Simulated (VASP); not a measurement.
# MgZn3O4 (P-4m2) in VASP: single point with PBEsol

Aim: the single point of MgZn3O4 with PBEsol.

Everything below comes from runs of VASP 6.6.1. Logs are shortened: lines on timing, memory, paths and dates and some standing lists are left out, and cuts for length are marked.

## 1. The cell of the first run

Symmetry: P-4m2, No. 115, tetragonal system. Conventional cell: a = 3.274 Å, b = 3.274 Å, c = 9.166 Å, α = 90.00°, β = 90.00°, γ = 90.00°. Within 2.6 Å of Mg (site symmetry -4m2) lie 4 O at 1.99 Å. Zn (site symmetry 2mm) has 4 O at 2.00 Å within 2.7 Å. Zn (site symmetry -4m2) has 4 O at 2.00 Å within 2.7 Å. Within 2.6 Å of O (site symmetry 2mm) lie 2 Mg at 1.99 Å and 2 Zn at 2.00 Å. O (site symmetry 2mm) has 4 Zn at 2.00 Å within 2.7 Å.

## 2. Single point, PBEsol

Contents of POSCAR:

```
MgZn3O4
1.0
    3.2737187011      0.0000000000      0.0000000000
    0.0000000000      3.2737187011      0.0000000000
    0.0000000000      0.0000000000      9.1662475008
Mg Zn O
1 3 4
Direct
    0.5000000000      0.5000000000      0.0000000000
    0.0000000000      0.0000000000      0.7511276584
    0.0000000000      0.0000000000      0.2488723416
    0.5000000000      0.5000000000      0.5000000000
    0.5000000000      0.0000000000      0.8774187315
    0.0000000000      0.5000000000      0.1225812685
    0.5000000000      0.0000000000      0.3745703916
    0.0000000000      0.5000000000      0.6254296084
```

Contents of INCAR.step1:

```
PREC     = Accurate       # precision mode
ENCUT    = 520            # plane-wave cutoff, eV
EDIFF    = 1E-7           # SCF threshold, eV
ISMEAR   = 0              # smearing method
SIGMA    = 0.02           # smearing width, eV
LREAL    = F              # projectors in reciprocal space
LASPH    = T              # aspherical terms in the spheres
NELM     = 80             # most SCF steps
ALGO     = Normal         # electronic algorithm
ISIF     = 2              # what is computed and relaxed
LWAVE    = F              # write WAVECAR
LCHARG   = T              # write CHGCAR
GGA      = PS             # functional
NBANDS   = 41             # bands
```

Contents of KPOINTS.step1:

```
Automatic mesh
0
Gamma
  8 8 4
```

Contents of INCAR.step2:

```
PREC     = Accurate       # precision mode
ENCUT    = 520            # plane-wave cutoff, eV
EDIFF    = 1E-7           # SCF threshold, eV
ISMEAR   = -5             # smearing method
SIGMA    = 0.02           # smearing width, eV
LREAL    = F              # projectors in reciprocal space
LASPH    = T              # aspherical terms in the spheres
NELM     = 80             # most SCF steps
ALGO     = Normal         # electronic algorithm
ISIF     = 2              # what is computed and relaxed
LWAVE    = F              # write WAVECAR
LCHARG   = F              # write CHGCAR
GGA      = PS             # functional
LORBIT   = 11             # projections on sites
NBANDS   = 41             # bands
NEDOS    = 2001           # points of the DOS
ICHARG   = 11             # starting density
```

Contents of KPOINTS.step2:

```
Automatic mesh
0
Gamma
  12 12 6
```

Potentials or basis: VASP PAW PBE potentials, release 64 (Mg, Zn, O).

On the command line:

```sh
$ cat potpaw_PBE.64/Mg/POTCAR potpaw_PBE.64/Zn/POTCAR potpaw_PBE.64/O/POTCAR > POTCAR
$ cp INCAR.step1 INCAR
$ cp KPOINTS.step1 KPOINTS
$ mpirun -np 1 vasp_std > vasp.out
$ cp INCAR.step2 INCAR
$ cp KPOINTS.step2 KPOINTS
$ mpirun -np 1 vasp_std > vasp.out
```

OUTCAR:

```text
PREC = Accurate
   ENCUT = 520
   EDIFF = 1E-7
   ISMEAR = -5
   LREAL = F
   LASPH = T
   NELM = 80
   ISIF = 2
   GGA = PS
   LORBIT = 11
   ICHARG = 11

 ion  position               nearest neighbor table
   1  0.500  0.500  0.000-   5 1.99   6 1.99   5 1.99   6 1.99   2 3.25   3 3.25   2 3.25   2 3.25
                             3 3.25   3 3.25   2 3.25   3 3.25
   2  0.000  0.000  0.751-   8 2.00   8 2.00   5 2.00   5 2.00   1 3.25   1 3.25   1 3.25   1 3.25

   3  0.000  0.000  0.249-   7 2.00   7 2.00   6 2.00   6 2.00   1 3.25   1 3.25   1 3.25   1 3.25

   4  0.500  0.500  0.500-   7 2.00   8 2.00   7 2.00   8 2.00
   5  0.500  0.000  0.877-   1 1.99   1 1.99   2 2.00   2 2.00
   6  0.000  0.500  0.123-   1 1.99   1 1.99   3 2.00   3 2.00
   7  0.500  0.000  0.375-   4 2.00   4 2.00   3 2.00   3 2.00
   8  0.000  0.500  0.625-   4 2.00   4 2.00   2 2.00   2 2.00

  LATTYP: Found a simple tetragonal cell.
 ALAT       =     3.2737187011
 C/A-ratio  =     2.7999496407

  Lattice vectors:

 A1 = (   3.2737187011,   0.0000000000,   0.0000000000)
 A2 = (   0.0000000000,   3.2737187011,   0.0000000000)
 A3 = (   0.0000000000,   0.0000000000,   9.1662475008)

Analysis of symmetry for initial positions (statically):
=====================================================================
 Subroutine PRICEL returns:
 Original cell was already a primitive cell.

 Routine SETGRP: Setting up the symmetry group for a
 simple tetragonal supercell.

 Subroutine GETGRP returns: Found  8 space group operations
 (whereof  8 operations were pure point group operations)
 out of a pool of 16 trial point group operations.

The static configuration has the point symmetry D_2d.

Analysis of symmetry for dynamics (positions and initial velocities):
=====================================================================
 Subroutine PRICEL returns:
 Original cell was already a primitive cell.

 Routine SETGRP: Setting up the symmetry group for a
 simple tetragonal supercell.

 Subroutine GETGRP returns: Found  8 space group operations
 (whereof  8 operations were pure point group operations)
 out of a pool of 16 trial point group operations.

The dynamic configuration has the point symmetry D_2d.

 Subroutine INISYM returns: Found  8 space group operations
 (whereof  8 operations are pure point group operations),
 and found     1 'primitive' translations

----------------------------------------------------------------------------------------

                                     Primitive cell

  volume of cell :      98.2368

  direct lattice vectors                    reciprocal lattice vectors
     3.273718701  0.000000000  0.000000000     0.305463020  0.000000000  0.000000000
     0.000000000  3.273718701  0.000000000     0.000000000  0.305463020  0.000000000
     0.000000000  0.000000000  9.166247501     0.000000000  0.000000000  0.109095898

  length of vectors
     3.273718701  3.273718701  9.166247501     0.305463020  0.305463020  0.109095898

  position of ions in fractional coordinates (direct lattice)
     0.500000000  0.500000000  0.000000000
     0.000000000  0.000000000  0.751127658
     0.000000000  0.000000000  0.248872342
     0.500000000  0.500000000  0.500000000
     0.500000000  0.000000000  0.877418732
     0.000000000  0.500000000  0.122581268
     0.500000000  0.000000000  0.374570392
     0.000000000  0.500000000  0.625429608

  ion indices of the primitive-cell ions
   primitive index   ion index
                 1           1
                 2           2
                 3           3
                 4           4
                 5           5
                 6           6
                 7           7
                 8           8

----------------------------------------------------------------------------------------

 KPOINTS: Automatic mesh

Automatic generation of k-mesh.
 Grid dimensions read from file:
 generate k-points for:   12   12    6

 Generating k-lattice:

  Cartesian coordinates                     Fractional coordinates (reciprocal lattice)
     0.025455252  0.000000000  0.000000000     0.083333333  0.000000000  0.000000000
     0.000000000  0.025455252  0.000000000     0.000000000  0.083333333  0.000000000
     0.000000000  0.000000000  0.018182650     0.000000000  0.000000000  0.166666667

  Length of vectors
     0.025455252  0.025455252  0.018182650

  Shift w.r.t. Gamma in fractional coordinates (k-lattice)
     0.000000000  0.000000000  0.000000000

 TETIRR: Found   1296 inequivalent tetrahedra from     5184

 Subroutine IBZKPT returns following result:
 ===========================================

 Found    112 irreducible k-points:

 Following reciprocal coordinates:
            Coordinates               Weight
  0.000000  0.000000  0.000000      1.000000
  0.083333  0.000000  0.000000      4.000000
  0.166667  0.000000  0.000000      4.000000
  0.250000  0.000000  0.000000      4.000000
  0.333333  0.000000  0.000000      4.000000
  0.416667  0.000000  0.000000      4.000000
[... 16 lines left out ...]
  0.333333  0.333333  0.000000      4.000000
  0.416667  0.333333  0.000000      8.000000
 [... further k-points ...]
   k-points           NKPTS =    112   k-points in BZ     NKDIM =    112   number of bands    NBANDS=     41
   number of dos      NEDOS =   2001   number of ions     NIONS =      8
   total plane-waves  NPLWV =  40320
   dimension x,y,z NGX =    24 NGY =   24 NGZ =   70
   dimension x,y,z NGXF=    48 NGYF=   48 NGZF=  140
   ions per type =               1   3   4
   NGX,Y,Z   is equivalent  to a cutoff of  12.19, 12.19, 12.70 a.u.
   NGXF,Y,Z  is equivalent  to a cutoff of  24.38, 24.38, 25.39 a.u.
 SYSTEM =  unknown system
   PREC   = accura    normal or accurate (medium, high low for compatibility)
   ISTART =      0    job   : 0-new  1-cont  2-samecut
   ICHARG =     11    charge: 1-file 2-atom 10-const
   ISPIN  =      1    spin polarized calculation?
   LNONCOLLINEAR =      F non collinear calculations
   LSORBIT =      F    spin-orbit coupling
   LASPH  =      T    aspherical Exc in radial PAW
   ENCUT  =  520.0 eV  38.22 Ry    6.18 a.u.   6.09  6.09 17.04*2*pi/ulx,y,z
   NELM   =     80;   NELMIN=  2; NELMDL=  0     # of ELM steps
   EDIFF  = 0.1E-06   stopping-criterion for ELM
   LREAL  =      F    real-space projection
   EDIFFG = 0.1E-05   stopping-criterion for IOM
   NSW    =      0    number of steps for IOM
   IBRION =     -1    ionic relax: 0-MD 1-quasi-New 2-CG
   NFREE  =      0    steps in history (QN), initial steepest desc. (CG)
   ISIF   =      2    stress and relaxation
   ISYM   =      2    0-nonsym 1-usesym 2-fastsym
   POTIM  = 0.5000    time-step for ionic-motion
   TEBEG  =    0.0;   TEEND  =   0.0 temperature during run
   PSTRESS=    0.0 pullay stress
   NELECT =      62.0000    total number of electrons
   NUPDOWN=      -1.0000    fix difference up-down
   EMIN   =  10.00;   EMAX   =-10.00  energy-range for DOS
   EFERMI =   0.00;   METHOD = LEGACY
   ISMEAR =    -5;   SIGMA  =   0.02  broadening in eV -4-tet -1-fermi 0-gaus
   EFERMI_NEDOS =   21; number of points for ismear=-14 and -15
   IALGO  =     38    algorithm
   IMIX   =      4    mixing-type and parameters
     AMIX     =   0.40;   BMIX     =  1.00
     AMIX_MAG =   1.60;   BMIX_MAG =  1.00
  volume/ion in A,a.u.               =      12.28        82.87
  Fermi-wavevector in a.u.,A,eV,Ry     =   1.404259  2.653665 26.829928  1.971944
  Thomas-Fermi vector in A             =   2.526839
   LORBIT       =     11    0 simple, 1 ext, 2 COOP (PROOUT), +10 PAW based schemes
   GGA     = PS    functional components
   LHFCALC =     F    Hartree Fock is set to
   AEXX    =    0.0000 exact exchange contribution
   IVDW    =     0    specifies the selected vdW correction
   LEPSILON=     F    determine dielectric tensor
   LRPA    =     F    only Hartree local field effects (RPA)
 non-spin polarized calculation
 Fermi weights with tetrahedron method with Bloechl corrections
  energy-cutoff  :      520.00
  volume of cell :       98.24
 maximum number of plane-waves:      2678

 number of electron      61.9999964 magnetization

 Free energy of the ion-electron system (eV)
  ---------------------------------------------------
  ext. energy  EPLUGINS =         0.00000000
  ---------------------------------------------------
  free energy    TOTEN  =       -41.28621252 eV

  energy without entropy =      -41.28621252  energy(sigma->0) =      -41.28621252

 E-fermi :   0.8415     XC(G=0): -10.7220

 val. band max:        0.8272927749   @ k =   0.0000   0.0000   0.0000
 cond. band min:       1.8933229586   @ k =   0.0000   0.0000   0.0000
 fundamental gap:      1.0660301837
 Fermi energy:         0.8414959380

 k-point     1 :       0.0000    0.0000    0.0000
  band No.  band energies     occupation
      1     -16.6240      2.00000
      2     -16.2001      2.00000
      3     -16.0743      2.00000
      4     -15.6475      2.00000
      5      -4.9872      2.00000
      6      -4.7818      2.00000
[... 33 lines left out ...]
     40      13.7237      0.00000
     41      13.7258      0.00000

 k-point     2 :       0.0833    0.0000    0.0000
  band No.  band energies     occupation
      1     -16.5975      2.00000
      2     -16.1862      2.00000
      3     -16.0584      2.00000
      4     -15.6461      2.00000
      5      -4.9497      2.00000
      6      -4.7611      2.00000
[... 962 lines left out ...]
      1     -15.9692      2.00000
      2     -15.9093      2.00000
      3     -15.6405      2.00000
      4     -15.5836      2.00000
      5      -4.8475      2.00000
      6      -4.6897      2.00000
[... 33 lines left out ...]
     40      11.0229      0.00000
     41      11.6747      0.00000

 [... further k-points ...]

------------------------ aborting loop because EDIFF is reached ----------------------------------------

  FORCE on cell =-STRESS in cart. coord.  units (eV):
  Direction    XX          YY          ZZ          XY          YZ          ZX
  --------------------------------------------------------------------------------------
  -------------------------------------------------------------------------------------
  Total       -2.9123791     -2.9123791     -2.9127950      0.0000000      0.0000000     -0.0000000
  in kB      -47.4989692    -47.4989692    -47.5057525      0.0000000      0.0000000     -0.0000000
  external PRESSURE =     -47.5012303 kB  Pullay stress =       0.0000000 kB

 VOLUME and BASIS-vectors are now :
 -----------------------------------------------------------------------------
  energy-cutoff  :      520.00
  volume of cell :       98.24
      direct lattice vectors                 reciprocal lattice vectors
     3.273718701  0.000000000  0.000000000     0.305463020  0.000000000  0.000000000
     0.000000000  3.273718701  0.000000000     0.000000000  0.305463020  0.000000000
     0.000000000  0.000000000  9.166247501     0.000000000  0.000000000  0.109095898

 POSITION                                       TOTAL-FORCE (eV/Angst)
 -----------------------------------------------------------------------------------
      1.63686      1.63686      0.00000        -0.000000      0.000000      0.000000
      0.00000      0.00000      6.88502         0.000000      0.000000     -0.010210
      0.00000      0.00000      2.28123        -0.000000     -0.000000      0.010210
      1.63686      1.63686      4.58312         0.000000     -0.000000      0.000000
      1.63686      0.00000      8.04264        -0.000000     -0.000000     -0.110547
      0.00000      1.63686      1.12361         0.000000     -0.000000      0.110547
      1.63686      0.00000      3.43340         0.000000     -0.000000      0.001300
      0.00000      1.63686      5.73284         0.000000     -0.000000     -0.001300
 -----------------------------------------------------------------------------------
    total drift:                                0.000000      0.000000     -0.000000

  FREE ENERGIE OF THE ION-ELECTRON SYSTEM (eV)
  ---------------------------------------------------
  free  energy   TOTEN  =       -41.2862125186 eV

  energy  without entropy=      -41.2862125186  energy(sigma->0) =      -41.28621252

 total charge

# of ion       s       p       d       tot
------------------------------------------
    1        0.165   0.183   0.077   0.425
    2        0.456   0.471   9.886  10.812
    3        0.456   0.471   9.886  10.812
    4        0.455   0.466   9.889  10.811
    5        1.543   3.467   0.000   5.010
    6        1.543   3.467   0.000   5.010
    7        1.544   3.417   0.000   4.961
    8        1.544   3.417   0.000   4.961
--------------------------------------------------
tot          7.706  15.359  29.737  52.802
```

Run time: 4 min. Hardware: 1 thread of AMD EPYC 9R45 (Zen 5), shared host; peak memory 0.43 GiB.

Results:

| Quantity | Value |
| --- | --- |
| Valence electrons inside the program's atomic spheres | Mg 0.42; Zn 10.81; O 5.01, 4.96 (each value once) |

Levels at points of the mesh, in eV from the valence-band top:
| k point | band 29 | band 30 | band 31 | band 32 | band 33 | band 34 |
| --- | --- | --- | --- | --- | --- | --- |
| (0.00, 0.00, 0.00) | -0.05 | 0.00 | 0.00 | 1.07 | 4.01 | 4.26 |
| (0.50, 0.00, 0.00) | -0.61 | -0.60 | -0.59 | 5.43 | 5.58 | 5.83 |
| (0.50, 0.50, 0.00) | -1.93 | -1.90 | -1.86 | 5.20 | 5.20 | 7.07 |
| (0.00, 0.00, 0.50) | -0.55 | -0.06 | -0.06 | 2.14 | 2.59 | 5.12 |
| (0.50, 0.00, 0.50) | -0.71 | -0.60 | -0.59 | 5.59 | 5.61 | 5.72 |
| (0.50, 0.50, 0.50) | -1.90 | -1.89 | -1.86 | 5.83 | 5.83 | 6.19 |

Caveat: the PAW data sets were made with another functional, which shifts forces and pressure a little.
